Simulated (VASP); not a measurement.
Input of a VASP 6.6.1 run:

Contents of POSCAR:

```
Ni
1.0
    0.0000000000      1.7324120000      1.7324120000
    1.7324120000      0.0000000000      1.7324120000
    1.7324120000      1.7324120000      0.0000000000
Ni
1
Direct
    0.0000000000      0.0000000000      0.0000000000
```

INCAR.step1

```
SYSTEM = Ni
  ALGO = Normal
  EDIFF = 1E-4
  ENCUT = 520
  GGA = PE
  ISMEAR = -1
  ISPIN = 2
  LASPH = .True.
  LCHARG = .False.
  LMAXMIX = 4
  LREAL = .False.
  LWAVE = .True.
  MAGMOM = 0.7
  NBANDS = 15
  NELM = 150
  PREC = Accurate
  SIGMA = 0.05
```

Contents of INCAR.step2:

```
SYSTEM = Ni
  ALGO = Normal
  EDIFF = 1E-6
  ENCUT = 520
  ISIF = 2
  ISMEAR = -1
  ISPIN = 2
  ISTART = 1
  LASPH = .True.
  LCHARG = .False.
  LMAXMIX = 4
  LMIXTAU = .True.
  LORBIT = 11
  LREAL = .False.
  LWAVE = .False.
  MAGMOM = 0.7
  METAGGA = R2SCAN
  NBANDS = 15
  NELM = 150
  PREC = Accurate
  SIGMA = 0.05
```

The input KPOINTS:

```
k-points
0
Gamma
  15 15 15
  0 0 0
```

Potentials or basis: VASP PAW PBE potentials, release 64 (Ni).

Launch:

```sh
$ cat potpaw_PBE.64/Ni/POTCAR > POTCAR
$ cp INCAR.step1 INCAR
$ mpirun -np 1 vasp_std > vasp.out
$ cp INCAR.step2 INCAR
$ mpirun -np 1 vasp_std > vasp.out
```

Problem. What does it give for the site moments?

Solution. Ni +0.71 μB.

Problem. Estimate the net moment.

Solution. 0.69 μB per cell.

Problem. Predict the pressure.

Solution. 2.7 GPa.

Caveat: the PAW data sets were made with another functional, which shifts forces and pressure a little.
